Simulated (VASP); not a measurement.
# Zr2O (Pn-3m) in VASP: single point with r2SCAN

Aim: the single point of Zr2O with r2SCAN.

Everything below comes from runs of VASP 6.6.1. Logs are shortened: lines on timing, memory, paths and dates and some standing lists are left out, and cuts for length are marked.

## 1. The cell of the first run

Symmetry: Pn-3m, No. 224, cubic system. The conventional cell has a = 4.846 Å, b = 4.846 Å, c = 4.846 Å, α = 90.00°, β = 90.00°, γ = 90.00°. Zr (site symmetry -3m) has 2 O at 2.10 Å within 2.8 Å. Within 2.8 Å of O (site symmetry -43m) lie 4 Zr at 2.10 Å.

## 2. Single point, r2SCAN

Input file POSCAR:

```
Zr2O
1.0
    4.8457251933      0.0000000000      0.0000000000
    0.0000000000      4.8457251933      0.0000000000
    0.0000000000      0.0000000000      4.8457251933
Zr O
4 2
Direct
    0.2500000000      0.2500000000      0.7500000000
    0.7500000000      0.2500000000      0.2500000000
    0.2500000000      0.7500000000      0.2500000000
    0.7500000000      0.7500000000      0.7500000000
    0.0000000000      0.0000000000      0.0000000000
    0.5000000000      0.5000000000      0.5000000000
```

Input file INCAR.step1:

```
ALGO = Normal
EDIFF = 1E-4
ENCUT = 520
GGA = PE
ISMEAR = 0
LASPH = T
LCHARG = F
LREAL = F
LWAVE = T
NBANDS = 39
NELM = 60
PREC = Accurate
SIGMA = 0.15
```

Input file INCAR.step2:

```
ALGO = Normal
EDIFF = 1E-7
ENCUT = 520
ISIF = 2
ISMEAR = 0
ISTART = 1
LASPH = T
LCHARG = F
LMIXTAU = T
LREAL = F
LWAVE = F
METAGGA = R2SCAN
NBANDS = 39
NELM = 60
PREC = Accurate
SIGMA = 0.15
```

Input file KPOINTS:

```
k-points
0
Gamma
  10 10 10
```

Potentials or basis: VASP PAW PBE potentials, release 64 (Zr_sv, O).

Run with:

```sh
> cat potpaw_PBE.64/Zr_sv/POTCAR potpaw_PBE.64/O/POTCAR > POTCAR
> cp INCAR.step1 INCAR
> mpirun -np 1 vasp_std > vasp.out
> cp INCAR.step2 INCAR
> mpirun -np 1 vasp_std > vasp.out
```

OUTCAR:

```text
EDIFF = 1E-7
   ENCUT = 520
   ISIF = 2
   ISMEAR = 0
   ISTART = 1
   LASPH = T
   LREAL = F
   METAGGA = R2SCAN
   NELM = 60
   PREC = Accurate

 ion  position               nearest neighbor table
   1  0.250  0.250  0.750-   5 2.10   6 2.10   4 3.43   2 3.43   3 3.43   2 3.43   3 3.43   3 3.43
                             4 3.43   3 3.43   2 3.43   4 3.43   2 3.43   4 3.43
   2  0.750  0.250  0.250-   5 2.10   6 2.10   4 3.43   1 3.43   3 3.43   1 3.43   4 3.43   3 3.43
                             4 3.43   4 3.43   1 3.43   3 3.43   1 3.43   3 3.43
   3  0.250  0.750  0.250-   5 2.10   6 2.10   4 3.43   1 3.43   2 3.43   1 3.43   4 3.43   1 3.43
                             2 3.43   1 3.43   2 3.43   4 3.43   4 3.43   2 3.43
   4  0.750  0.750  0.750-   5 2.10   6 2.10   3 3.43   1 3.43   2 3.43   2 3.43   3 3.43   1 3.43
                             2 3.43   2 3.43   1 3.43   3 3.43   3 3.43   1 3.43
   5  0.000  0.000  0.000-   1 2.10   2 2.10   3 2.10   4 2.10
   6  0.500  0.500  0.500-   1 2.10   2 2.10   3 2.10   4 2.10

  LATTYP: Found a simple cubic cell.
 ALAT       =     4.8457251933

  Lattice vectors:

 A1 = (   4.8457251933,   0.0000000000,   0.0000000000)
 A2 = (   0.0000000000,   4.8457251933,   0.0000000000)
 A3 = (   0.0000000000,   0.0000000000,   4.8457251933)

Analysis of symmetry for initial positions (statically):
=====================================================================
 Subroutine PRICEL returns:
 Original cell was already a primitive cell.

 Routine SETGRP: Setting up the symmetry group for a
 simple cubic supercell.

 Subroutine GETGRP returns: Found 48 space group operations
 (whereof 24 operations were pure point group operations)
 out of a pool of 48 trial point group operations.

The static configuration has the point symmetry T_d .
 The point group associated with its full space group is O_h .

Analysis of symmetry for dynamics (positions and initial velocities):
=====================================================================
 Subroutine PRICEL returns:
 Original cell was already a primitive cell.

 Routine SETGRP: Setting up the symmetry group for a
 simple cubic supercell.

 Subroutine GETGRP returns: Found 48 space group operations
 (whereof 24 operations were pure point group operations)
 out of a pool of 48 trial point group operations.

The dynamic configuration has the point symmetry T_d .
 The point group associated with its full space group is O_h .

 Subroutine INISYM returns: Found 48 space group operations
 (whereof 24 operations are pure point group operations),
 and found     1 'primitive' translations

----------------------------------------------------------------------------------------

                                     Primitive cell

  volume of cell :     113.7827

  direct lattice vectors                    reciprocal lattice vectors
     4.845725193  0.000000000  0.000000000     0.206367460  0.000000000  0.000000000
     0.000000000  4.845725193  0.000000000     0.000000000  0.206367460  0.000000000
     0.000000000  0.000000000  4.845725193     0.000000000  0.000000000  0.206367460

  length of vectors
     4.845725193  4.845725193  4.845725193     0.206367460  0.206367460  0.206367460

  position of ions in fractional coordinates (direct lattice)
     0.250000000  0.250000000  0.750000000
     0.750000000  0.250000000  0.250000000
     0.250000000  0.750000000  0.250000000
     0.750000000  0.750000000  0.750000000
     0.000000000  0.000000000  0.000000000
     0.500000000  0.500000000  0.500000000

  ion indices of the primitive-cell ions
   primitive index   ion index
                 1           1
                 2           2
                 3           3
                 4           4
                 5           5
                 6           6

----------------------------------------------------------------------------------------

 KPOINTS: k-points

Automatic generation of k-mesh.
 Grid dimensions read from file:
 generate k-points for:   10   10   10

 Generating k-lattice:

  Cartesian coordinates                     Fractional coordinates (reciprocal lattice)
     0.020636746  0.000000000  0.000000000     0.100000000  0.000000000  0.000000000
     0.000000000  0.020636746  0.000000000     0.000000000  0.100000000  0.000000000
     0.000000000  0.000000000  0.020636746     0.000000000  0.000000000  0.100000000

  Length of vectors
     0.020636746  0.020636746  0.020636746

  Shift w.r.t. Gamma in fractional coordinates (k-lattice)
     0.000000000  0.000000000  0.000000000

 Subroutine IBZKPT returns following result:
 ===========================================

 Found     56 irreducible k-points:

 Following reciprocal coordinates:
            Coordinates               Weight
  0.000000  0.000000  0.000000      1.000000
  0.100000  0.000000  0.000000      6.000000
  0.200000  0.000000  0.000000      6.000000
  0.300000  0.000000  0.000000      6.000000
  0.400000  0.000000  0.000000      6.000000
  0.500000  0.000000  0.000000      3.000000
[... 16 lines left out ...]
  0.200000  0.100000  0.100000     24.000000
  0.300000  0.100000  0.100000     24.000000
 [... further k-points ...]
   k-points           NKPTS =     56   k-points in BZ     NKDIM =     56   number of bands    NBANDS=     39
   number of dos      NEDOS =    301   number of ions     NIONS =      6
   total plane-waves  NPLWV =  46656
   dimension x,y,z NGX =    36 NGY =   36 NGZ =   36
   dimension x,y,z NGXF=    72 NGYF=   72 NGZF=   72
   ions per type =               4   2
   NGX,Y,Z   is equivalent  to a cutoff of  12.35, 12.35, 12.35 a.u.
   NGXF,Y,Z  is equivalent  to a cutoff of  24.70, 24.70, 24.70 a.u.
 SYSTEM =  unknown system
   PREC   = accura    normal or accurate (medium, high low for compatibility)
   ISTART =      1    job   : 0-new  1-cont  2-samecut
   ICHARG =      0    charge: 1-file 2-atom 10-const
   ISPIN  =      1    spin polarized calculation?
   LNONCOLLINEAR =      F non collinear calculations
   LSORBIT =      F    spin-orbit coupling
   LASPH  =      T    aspherical Exc in radial PAW
   ENCUT  =  520.0 eV  38.22 Ry    6.18 a.u.   9.01  9.01  9.01*2*pi/ulx,y,z
   NELM   =     60;   NELMIN=  2; NELMDL=  0     # of ELM steps
   EDIFF  = 0.1E-06   stopping-criterion for ELM
   LREAL  =      F    real-space projection
   EDIFFG = 0.1E-05   stopping-criterion for IOM
   NSW    =      0    number of steps for IOM
   IBRION =     -1    ionic relax: 0-MD 1-quasi-New 2-CG
   NFREE  =      0    steps in history (QN), initial steepest desc. (CG)
   ISIF   =      2    stress and relaxation
   ISYM   =      2    0-nonsym 1-usesym 2-fastsym
   POTIM  = 0.5000    time-step for ionic-motion
   TEBEG  =    0.0;   TEEND  =   0.0 temperature during run
   PSTRESS=    0.0 pullay stress
   NELECT =      60.0000    total number of electrons
   NUPDOWN=      -1.0000    fix difference up-down
   EMIN   =  10.00;   EMAX   =-10.00  energy-range for DOS
   EFERMI =   0.00;   METHOD = LEGACY
   ISMEAR =     0;   SIGMA  =   0.15  broadening in eV -4-tet -1-fermi 0-gaus
   EFERMI_NEDOS =   21; number of points for ismear=-14 and -15
   IALGO  =     38    algorithm
   IMIX   =      4    mixing-type and parameters
     AMIX     =   0.40;   BMIX     =  1.00
     AMIX_MAG =   1.60;   BMIX_MAG =  1.00
  volume/ion in A,a.u.               =      18.96       127.97
  Fermi-wavevector in a.u.,A,eV,Ry     =   1.322614  2.499378 23.800779  1.749308
  Thomas-Fermi vector in A             =   2.452282
   LORBIT       =      0    0 simple, 1 ext, 2 COOP (PROOUT), +10 PAW based schemes
   METAGGA = R2SCAN    functional components
   LHFCALC =     F    Hartree Fock is set to
   AEXX    =    0.0000 exact exchange contribution
   IVDW    =     0    specifies the selected vdW correction
   LEPSILON=     F    determine dielectric tensor
   LRPA    =     F    only Hartree local field effects (RPA)
 non-spin polarized calculation
 Gauss-broadening in eV      SIGMA  =   0.15
  energy-cutoff  :      520.00
  volume of cell :      113.78
 maximum number of plane-waves:      3112
   NGX = 19   NGY = 19   NGZ = 19

 number of electron      59.9999987 magnetization

 Free energy of the ion-electron system (eV)
  ---------------------------------------------------
  ext. energy  EPLUGINS =         0.00000000
  ---------------------------------------------------
  free energy    TOTEN  =      -113.49020173 eV

  energy without entropy =     -113.38648328  energy(sigma->0) =     -113.43834250

 E-fermi :   8.1947     XC(G=0): -11.5883

 val. band max:        8.1883245043   @ k =   0.5000   0.4000   0.1000
 cond. band min:       8.1985978950   @ k =   0.4000   0.3000   0.0000
 fundamental gap:      0.0102733907
 Fermi energy:         8.1946540698

 k-point     1 :       0.0000    0.0000    0.0000
  band No.  band energies     occupation
      1     -42.8036      2.00000
      2     -42.7009      2.00000
      3     -42.7009      2.00000
      4     -42.7009      2.00000
      5     -21.4228      2.00000
      6     -20.2671      2.00000
[... 31 lines left out ...]
     38      12.3055      0.00000
     39      12.3055      0.00000

 k-point     2 :       0.1000    0.0000    0.0000
  band No.  band energies     occupation
      1     -42.8011      2.00000
      2     -42.7035      2.00000
      3     -42.7009      2.00000
      4     -42.7009      2.00000
      5     -21.3990      2.00000
      6     -20.2943      2.00000
[... 31 lines left out ...]
     38      12.1808      0.00000
     39      12.1871      0.00000

 k-point     3 :       0.2000    0.0000    0.0000
  band No.  band energies     occupation
      1     -42.7939      2.00000
      2     -42.7108      2.00000
      3     -42.7009      2.00000
      4     -42.7009      2.00000
      5     -21.3290      2.00000
      6     -20.3907      2.00000
[... 832 lines left out ...]
 k-point    23 :       0.2000    0.1000    0.1000
  band No.  band energies     occupation
      1     -42.7894      2.00000
      2     -42.7105      2.00000
      3     -42.7036      2.00000
      4     -42.7030      2.00000
      5     -21.2923      2.00000
      6     -20.4393      2.00000
[... 31 lines left out ...]
     38      11.4374      0.00000
     39      11.7844      0.00000

 k-point    24 :       0.3000    0.1000    0.1000
  band No.  band energies     occupation
      1     -42.7786      2.00000
      2     -42.7213      2.00000
      3     -42.7035      2.00000
      4     -42.7029      2.00000
      5     -21.1923      2.00000
      6     -20.5695      2.00000
[... 31 lines left out ...]
     38      11.2301      0.00000
     39      11.3313      0.00000

 [... further k-points ...]
[... 5 lines left out ...]
  --------------------------------------------------------------------------------------
  -------------------------------------------------------------------------------------
  Total        0.0862491      0.0862491      0.0862491     -0.0000000      0.0000000      0.0000000
  in kB        1.2144759      1.2144759      1.2144759     -0.0000000      0.0000000      0.0000000
  external PRESSURE =       1.2144759 kB  Pullay stress =       0.0000000 kB

 VOLUME and BASIS-vectors are now :
 -----------------------------------------------------------------------------
  energy-cutoff  :      520.00
  volume of cell :      113.78
      direct lattice vectors                 reciprocal lattice vectors
     4.845725193  0.000000000  0.000000000     0.206367460  0.000000000  0.000000000
     0.000000000  4.845725193  0.000000000     0.000000000  0.206367460  0.000000000
     0.000000000  0.000000000  4.845725193     0.000000000  0.000000000  0.206367460

 POSITION                                       TOTAL-FORCE (eV/Angst)
 -----------------------------------------------------------------------------------
      1.21143      1.21143      3.63429         0.000000     -0.000000      0.000000
      3.63429      1.21143      1.21143         0.000000      0.000000      0.000000
      1.21143      3.63429      1.21143        -0.000000      0.000000      0.000000
      3.63429      3.63429      3.63429         0.000000     -0.000000     -0.000000
      0.00000      0.00000      0.00000        -0.000000      0.000000     -0.000000
      2.42286      2.42286      2.42286        -0.000000      0.000000     -0.000000
 -----------------------------------------------------------------------------------
    total drift:                                0.000000     -0.000000      0.000000

  FREE ENERGIE OF THE ION-ELECTRON SYSTEM (eV)
  ---------------------------------------------------
  free  energy   TOTEN  =      -113.4902017276 eV

  energy  without entropy=     -113.3864832811  energy(sigma->0) =     -113.43834250
```

It took 11 min on 1 thread of Intel Xeon 6975P-C, shared host; peak memory 0.34 GiB.

Results:

- Free energy: -113.4902 eV
- Pressure: 0.1 GPa
- Band gap on the k mesh: zero (band 30 reaches 8.84 eV, above the bottom of band 31 at 7.98 eV)

Levels at points of the mesh, in eV from the Fermi level:
```csv
k point,band 28,band 29,band 30,band 31,band 32,band 33
"(0.00, 0.00, 0.00)",-1.70,-1.70,-1.70,1.71,1.71,2.60
"(0.50, 0.00, 0.00)",-0.71,-0.34,-0.34,-0.17,-0.17,1.38
"(0.50, 0.50, 0.00)",-1.56,-0.04,-0.04,0.18,0.18,1.03
"(0.50, 0.50, 0.50)",0.42,0.42,0.65,0.65,0.65,1.30
```

Caveat: the PAW data sets were made with another functional, which shifts forces and pressure a little.
